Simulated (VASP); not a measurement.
# RbGe (Fm-3m) in VASP: further runs

The runs below take RbGe through single point, with LDA.

All numbers are computed with VASP 6.6.1; they aren't measurements. Logs are shortened: lines on timing, memory, paths and dates and some standing lists are left out, and cuts for length are marked.

### 1 The cell of the first run

Symmetry: Fm-3m, No. 225, cubic system. Conventional cell: a = 6.812 Å, b = 6.812 Å, c = 6.812 Å, α = 90.00°, β = 90.00°, γ = 90.00°. Rb (site symmetry m-3m) has 6 Ge at 3.41 Å within 4.5 Å. Ge (site symmetry m-3m) has 6 Rb at 3.41 Å within 4.5 Å.

### 2 Single point, LDA

Input file INCAR:

```
PREC     = Accurate       # precision mode
ENCUT    = 500            # plane-wave cutoff, eV
EDIFF    = 1E-6           # SCF threshold, eV
ISMEAR   = -1             # smearing method
SIGMA    = 0.1            # smearing width, eV
LREAL    = False          # projectors in reciprocal space
LASPH    = True           # aspherical terms in the spheres
NELM     = 120            # most SCF steps
ALGO     = Normal         # electronic algorithm
ISIF     = 2              # what is computed and relaxed
LWAVE    = False          # write WAVECAR
LCHARG   = False          # write CHGCAR
NBANDS   = 18             # bands
GGA_COMPAT= False
```

Input file KPOINTS:

```
Automatic mesh
0
Gamma
  6 6 6
```

Input file POSCAR:

```
RbGe
1.0
    0.0000000000      3.4060811506      3.4060811506
    3.4060811506      0.0000000000      3.4060811506
    3.4060811506      3.4060811506      0.0000000000
Rb Ge
1 1
Direct
    0.0000000000      0.0000000000      0.0000000000
    0.5000000000      0.5000000000      0.5000000000
```

Potentials or basis: VASP PAW LDA potentials, release 64 (Rb_sv, Ge_d).

The run is started by

```
> cat potpaw_LDA.64/Rb_sv/POTCAR potpaw_LDA.64/Ge_d/POTCAR > POTCAR
> mpirun -np 1 vasp_std > vasp.out
```

OUTCAR:

```text
PREC = Accurate
   ENCUT = 500
   EDIFF = 1E-6
   ISMEAR = -1
   LREAL = False
   LASPH = True
   NELM = 120
   ISIF = 2

 ion  position               nearest neighbor table
   1  0.000  0.000  0.000-   2 3.41   2 3.41   2 3.41   2 3.41   2 3.41   2 3.41
   2  0.500  0.500  0.500-   1 3.41   1 3.41   1 3.41   1 3.41   1 3.41   1 3.41

  LATTYP: Found a face centered cubic cell.
 ALAT       =     6.8121623012

  Lattice vectors:

 A1 = (   0.0000000000,   3.4060811506,   3.4060811506)
 A2 = (   3.4060811506,   0.0000000000,   3.4060811506)
 A3 = (   3.4060811506,   3.4060811506,   0.0000000000)

Analysis of symmetry for initial positions (statically):
=====================================================================
 Subroutine PRICEL returns:
 Original cell was already a primitive cell.

 Routine SETGRP: Setting up the symmetry group for a
 face centered cubic supercell.

 Subroutine GETGRP returns: Found 48 space group operations
 (whereof 48 operations were pure point group operations)
 out of a pool of 48 trial point group operations.

The static configuration has the point symmetry O_h .

Analysis of symmetry for dynamics (positions and initial velocities):
=====================================================================
 Subroutine PRICEL returns:
 Original cell was already a primitive cell.

 Routine SETGRP: Setting up the symmetry group for a
 face centered cubic supercell.

 Subroutine GETGRP returns: Found 48 space group operations
 (whereof 48 operations were pure point group operations)
 out of a pool of 48 trial point group operations.

The dynamic configuration has the point symmetry O_h .

 Subroutine INISYM returns: Found 48 space group operations
 (whereof 48 operations are pure point group operations),
 and found     1 'primitive' translations

----------------------------------------------------------------------------------------

                                     Primitive cell

  volume of cell :      79.0305

  direct lattice vectors                    reciprocal lattice vectors
     0.000000000  3.406081151  3.406081151    -0.146796268  0.146796268  0.146796268
     3.406081151  0.000000000  3.406081151     0.146796268 -0.146796268  0.146796268
     3.406081151  3.406081151  0.000000000     0.146796268  0.146796268 -0.146796268

  length of vectors
     4.816926158  4.816926158  4.816926158     0.254258594  0.254258594  0.254258594
[... 67 lines left out ...]
   LNONCOLLINEAR =      F non collinear calculations
   LSORBIT =      F    spin-orbit coupling
   LASPH  =      T    aspherical Exc in radial PAW
   ENCUT  =  500.0 eV  36.75 Ry    6.06 a.u.   8.78  8.78  8.78*2*pi/ulx,y,z
   NELM   =    120;   NELMIN=  2; NELMDL= -5     # of ELM steps
   EDIFF  = 0.1E-05   stopping-criterion for ELM
   LREAL  =      F    real-space projection
   EDIFFG = 0.1E-04   stopping-criterion for IOM
   NSW    =      0    number of steps for IOM
   IBRION =     -1    ionic relax: 0-MD 1-quasi-New 2-CG
   NFREE  =      0    steps in history (QN), initial steepest desc. (CG)
   ISIF   =      2    stress and relaxation
   ISYM   =      2    0-nonsym 1-usesym 2-fastsym
   POTIM  = 0.5000    time-step for ionic-motion
   TEBEG  =    0.0;   TEEND  =   0.0 temperature during run
   PSTRESS=    0.0 pullay stress
   NELECT =      23.0000    total number of electrons
   NUPDOWN=      -1.0000    fix difference up-down
   EMIN   =  10.00;   EMAX   =-10.00  energy-range for DOS
   EFERMI =   0.00;   METHOD = LEGACY
   ISMEAR =    -1;   SIGMA  =   0.10  broadening in eV -4-tet -1-fermi 0-gaus
   EFERMI_NEDOS =   21; number of points for ismear=-14 and -15
   IALGO  =     38    algorithm
   IMIX   =      4    mixing-type and parameters
     AMIX     =   0.40;   BMIX     =  1.00
     AMIX_MAG =   1.60;   BMIX_MAG =  1.00
  volume/ion in A,a.u.               =      39.52       266.66
  Fermi-wavevector in a.u.,A,eV,Ry     =   1.084890  2.050145 16.013877  1.176987
  Thomas-Fermi vector in A             =   2.220991
   LORBIT       =      0    0 simple, 1 ext, 2 COOP (PROOUT), +10 PAW based schemes
   GGA     = CA    functional components
   LHFCALC =     F    Hartree Fock is set to
   AEXX    =    0.0000 exact exchange contribution
   IVDW    =     0    specifies the selected vdW correction
   LEPSILON=     F    determine dielectric tensor
   LRPA    =     F    only Hartree local field effects (RPA)
 non-spin polarized calculation
  energy-cutoff  :      500.00
  volume of cell :       79.03
 maximum number of plane-waves:      2044
   NGX = 17   NGY = 17   NGZ = 17

 number of electron      23.0000007 magnetization

 Free energy of the ion-electron system (eV)
  ---------------------------------------------------
  ext. energy  EPLUGINS =         0.00000000
  ---------------------------------------------------
  free energy    TOTEN  =        -4.48454685 eV

  energy without entropy =       -4.33269328  energy(sigma->0) =       -4.40862006

 E-fermi :   0.7968     XC(G=0):  -8.1654

 val. band max:        0.7948937704   @ k =  -0.3333   0.5000   0.1667
 cond. band min:       0.8131525041   @ k =   0.5000   0.3333   0.0000
 fundamental gap:      0.0182587337
 Fermi energy:         0.7967616148

 k-point     1 :       0.0000    0.0000    0.0000
  band No.  band energies     occupation
      1     -25.9174      2.00000
      2     -23.9597      2.00000
      3     -23.9597      2.00000
      4     -23.9539      2.00000
      5     -23.9539      2.00000
      6     -23.9539      2.00000
[... 313 lines left out ...]
      5     -23.9535      2.00000
      6     -23.9533      2.00000
[... 10 lines left out ...]
     17       8.1096      0.00000
     18       8.4523      0.00000

------------------------ aborting loop because EDIFF is reached ----------------------------------------

  FORCE on cell =-STRESS in cart. coord.  units (eV):
  Direction    XX          YY          ZZ          XY          YZ          ZX
  --------------------------------------------------------------------------------------
  -------------------------------------------------------------------------------------
  Total        0.1166257      0.1166257      0.1166257     -0.0000000     -0.0000000     -0.0000000
  in kB        2.3643406      2.3643406      2.3643406     -0.0000000     -0.0000000     -0.0000000
  external PRESSURE =       2.3643406 kB  Pullay stress =       0.0000000 kB

 VOLUME and BASIS-vectors are now :
 -----------------------------------------------------------------------------
  energy-cutoff  :      500.00
  volume of cell :       79.03
      direct lattice vectors                 reciprocal lattice vectors
     0.000000000  3.406081151  3.406081151    -0.146796268  0.146796268  0.146796268
     3.406081151  0.000000000  3.406081151     0.146796268 -0.146796268  0.146796268
     3.406081151  3.406081151  0.000000000     0.146796268  0.146796268 -0.146796268

 POSITION                                       TOTAL-FORCE (eV/Angst)
 -----------------------------------------------------------------------------------
      0.00000      0.00000      0.00000         0.000000      0.000000     -0.000000
      3.40608      3.40608      3.40608        -0.000000     -0.000000      0.000000
 -----------------------------------------------------------------------------------
    total drift:                                0.000000      0.000000      0.000000

  FREE ENERGIE OF THE ION-ELECTRON SYSTEM (eV)
  ---------------------------------------------------
  free  energy   TOTEN  =        -4.4845468461 eV

  energy  without entropy=       -4.3326932784  energy(sigma->0) =       -4.40862006
```

stdout:

```text
POSCAR found type information on POSCAR RbGe
 POSCAR found :  2 types and       2 ions
 scaLAPACK will be used
 LDA part: xc-table for (Slater(with rela. corr.)+CA(PZ))
 , standard interpolation
 POSCAR, INCAR and KPOINTS ok, starting setup
 FFT: planning ... GRIDC
 FFT: planning ... GRID_SOFT
 FFT: planning ... GRID
 WAVECAR not read
 entering main loop
```

It took 36 s on 1 thread of Intel Xeon 8259CL, shared host; peak memory 0.18 GiB.

Results:

- Free energy: -4.4845 eV
- Pressure: 0.2 GPa
- Band gap on the k mesh: zero (an odd number of electrons rules out a gap without spin polarisation)

Caveat: an odd number of electrons without spin polarisation forces a metal; a magnetic or distorted state may lie lower.

### 3 Single point, LDA

This run uses another cell than the first one, of 40.32 Å³/atom.

Input file INCAR:

```
SYSTEM = RbGe
PREC = Accurate
ENCUT = 500
EDIFF = 1E-6
ISMEAR = -1
SIGMA = 0.1
LREAL = .False.
LASPH = .True.
NELM = 120
ALGO = Normal
ISIF = 2
LWAVE = .False.
LCHARG = .False.
NBANDS = 18
GGA_COMPAT = .False.
```

Input file KPOINTS:

```
Automatic mesh
0
Gamma
  6 6 6
  0 0 0
```

Input file POSCAR:

```
RbGe
1.0
    0.0000000000      3.4290959106      3.4290959106
    3.4290959106      0.0000000000      3.4290959106
    3.4290959106      3.4290959106      0.0000000000
Rb Ge
1 1
Direct
    0.0000000000      0.0000000000      0.0000000000
    0.5000000000      0.5000000000      0.5000000000
```

Potentials or basis: VASP PAW LDA potentials, release 64 (Rb_sv, Ge_d).

The run is started by

```
> cat potpaw_LDA.64/Rb_sv/POTCAR potpaw_LDA.64/Ge_d/POTCAR > POTCAR
> mpirun -np 1 vasp_std > vasp.out
```

It used 27 s of CPU time on 1 thread of Intel Xeon 8259CL (shared host).

The run converged. Its results:

```
Free energy            : -4.4860 eV
Pressure               : -0.1 GPa
Band gap on the k mesh : zero (an odd number of electrons rules out a gap without spin polarisation)
```

Levels at points of the mesh, in eV from the Fermi level:
| k point | band 7 | band 8 | band 9 | band 10 | band 11 | band 12 | band 13 | band 14 | band 15 | band 16 |
| --- | --- | --- | --- | --- | --- | --- | --- | --- | --- | --- |
| (0.00, 0.00, 0.00) | -10.91 | -10.91 | -10.91 | -7.99 | 1.09 | 1.09 | 1.09 | 3.01 | 4.25 | 4.25 |
| (0.50, 0.00, 0.00) | -11.26 | -10.92 | -10.92 | -7.16 | -1.63 | 0.10 | 0.10 | 4.20 | 6.29 | 6.88 |
| (0.50, 0.50, 0.00) | -11.11 | -10.98 | -10.98 | -7.57 | -0.61 | 0.50 | 0.50 | 2.41 | 4.73 | 6.52 |

Caveat: an odd number of electrons without spin polarisation forces a metal; a magnetic or distorted state may lie lower.

### 4 Single point, LDA

This run uses another cell than the first one, of 41.13 Å³/atom.

Input file INCAR:

```
PREC     = Accurate       # precision mode
ENCUT    = 500            # plane-wave cutoff, eV
EDIFF    = 1E-6           # SCF threshold, eV
ISMEAR   = -1             # smearing method
SIGMA    = 0.1            # smearing width, eV
LREAL    = F              # projectors in reciprocal space
LASPH    = T              # aspherical terms in the spheres
NELM     = 120            # most SCF steps
ALGO     = Normal         # electronic algorithm
ISIF     = 2              # what is computed and relaxed
LWAVE    = F              # write WAVECAR
LCHARG   = F              # write CHGCAR
NBANDS   = 18             # bands
GGA_COMPAT= F
```

Input file KPOINTS:

```
Automatic mesh
0
Gamma
  6 6 6
```

Input file POSCAR:

```
RbGe
1.0
    0.0000000000      3.4518058168      3.4518058168
    3.4518058168      0.0000000000      3.4518058168
    3.4518058168      3.4518058168      0.0000000000
Rb Ge
1 1
Direct
    0.0000000000      0.0000000000      0.0000000000
    0.5000000000      0.5000000000      0.5000000000
```

The run is started by

```
> cat potpaw_LDA.64/Rb_sv/POTCAR potpaw_LDA.64/Ge_d/POTCAR > POTCAR
> mpirun -np 1 vasp_std > vasp.out
```

Wall time 44 s (1 thread of Intel Xeon 8259CL, shared host); peak memory 0.18 GiB.

Results (log left out):

```
Free energy            : -4.4847 eV
Pressure               : -0.3 GPa
Band gap on the k mesh : zero (an odd number of electrons rules out a gap without spin polarisation)
```

Levels at points of the mesh, in eV from the Fermi level:
| k point | band 9 | band 10 | band 11 | band 12 | band 13 | band 14 |
| --- | --- | --- | --- | --- | --- | --- |
| (0.00, 0.00, 0.00) | -10.92 | -7.96 | 1.06 | 1.06 | 1.06 | 2.92 |
| (0.50, 0.00, 0.00) | -10.93 | -7.18 | -1.59 | 0.11 | 0.11 | 4.15 |
| (0.50, 0.50, 0.00) | -10.99 | -7.56 | -0.61 | 0.48 | 0.48 | 2.43 |

Caveat: an odd number of electrons without spin polarisation forces a metal; a magnetic or distorted state may lie lower.

### 5 The runs side by side

```tsv
cell	gap on the mesh (eV)	pressure (GPa)
a = 4.817 Å, angles 60.0°, 2 atoms	none	0.2
a = 4.849 Å, angles 60.0°, 2 atoms	none	-0.1
a = 4.882 Å, angles 60.0°, 2 atoms	none	-0.3
```

Alike in all rows: task single point; level LDA; potentials or basis VASP PAW LDA potentials, release 64 (Rb_sv, Ge_d); no spin polarisation; k mesh 6 × 6 × 6; cutoff (eV) 500; smearing fermi-dirac 0.1 eV.

Caveats: an odd number of electrons without spin polarisation forces a metal; a magnetic or distorted state may lie lower.

Absolute energies hang on the potentials; compare differences alone.

The gap in the log of VASP goes by the Fermi energy; the results here count the filled bands.